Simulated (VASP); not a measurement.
**WC: single point with PBEsol**

Crystal: WC.

```
W C
1.0
     0.00000    2.19268    2.19268
     1.94601    0.00000    2.19268
     1.94601    2.19268    0.00000
W C
1 1
Cartesian
  0.0000 0.0000 0.0000
  1.9460 2.1927 2.1927
```

This cell differs from its parent crystal: strain -0.1125 x Voigt [1, 0, 0, 0, 0, 0].

```json
{"Program": "VASP 6.6.1", "Task": "single point", "Functional": "PBEsol", "Potentials or basis": "VASP PAW PBE potentials, release 64 (W_sv, C)", "Cutoff": "520 eV", "k mesh": "18 × 18 × 18", "Occupations": "gaussian, width 0.15 eV", "Spin": "no spin polarisation"}
```

```yaml
Pressure: 60.4 GPa
Band_gap_on_the_k_mesh: zero (bands 9 and 10 overlap by 3.90 eV)
```

Stress tensor (GPa, compression positive):
```
151.12   0.00   0.00
  0.00  14.99   0.00
  0.00   0.00  14.99
```

Levels at points of the mesh, in eV from the Fermi level:
| k point | band 5 | band 6 | band 7 | band 8 | band 9 | band 10 | band 11 | band 12 | band 13 | band 14 |
| --- | --- | --- | --- | --- | --- | --- | --- | --- | --- | --- |
| (0.00, 0.00, 0.00) | -16.82 | -3.63 | -3.63 | -2.01 | -1.86 | -1.56 | -1.56 | -1.04 | -0.53 | 9.18 |
| (0.50, 0.00, 0.00) | -11.13 | -10.85 | -7.73 | -7.53 | 0.83 | 2.14 | 3.31 | 4.98 | 8.74 | 10.65 |
| (0.50, 0.50, 0.00) | -14.70 | -6.59 | -6.29 | -2.66 | -1.76 | 0.59 | 2.14 | 3.35 | 6.19 | 10.32 |
| (0.00, 0.50, 0.50) | -14.56 | -6.81 | -4.44 | -3.24 | -3.24 | 1.43 | 2.73 | 2.73 | 7.68 | 9.33 |

Run time: 4.2 min on 1 thread of AMD EPYC 7571, with other jobs on the host, peak memory 0.23 GiB.

Caveat: the cell differs from its parent crystal (strain -0.1125 x Voigt [1, 0, 0, 0, 0, 0]); the stress differs along the axes, from 15 to 151 GPa; the PAW data sets were made with another functional, which shifts forces and pressure a little; spin-orbit coupling is left out, which moves the levels of the heavy elements.
